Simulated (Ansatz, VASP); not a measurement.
One calculation of Li2Cr, two programs

```
Li Cr
1.0
    -1.55848    1.55848    5.43192
     1.55848   -1.55848    5.43192
     1.55848    1.55848   -5.43192
Li Cr
2 1
Direct
  0.66471 0.66471 0.00000
  0.33529 0.33529 0.00000
  0.00000 0.00000 0.00000
```

Alike in both runs: functional PBE; k mesh 8 × 8 × 8; occupations gaussian, width 0.1 eV; collinear spin.

Ansatz relaxed the structure, and its values are those at the end. VASP's run is a single point on that final structure, the one shown.

|  | VASP | Ansatz |
| --- | --- | --- |
| version | VASP 6.6.1 | Ansatz 0.2.0 |
| potentials or method | VASP PAW PBE potentials, release 64 (Li_sv, Cr_pv), cutoff 520 eV | scalar-relativistic, plane waves, PAW |
| valence electrons in the cell | 18 | 20 |

```tsv
	VASP	Ansatz	Ansatz less VASP
gap on the k mesh at the Fermi level (eV)	none	none	-
net moment per atom (μB)	1.49	1.49	-0.001
size of the moment on the site where the two differ most (μB)	0.00	0.03	+0.032
```

Site moments also hang on the region over which each program counts them. A gap of «none» marks a metal or a gap that the smearing closes. VASP's potentials hold 18 valence electrons a cell and Ansatz's 20, so a difference there can come from the potentials and not from the codes.

Noted on VASP's run: the cutoff is short for stress, so the pressure is rough.
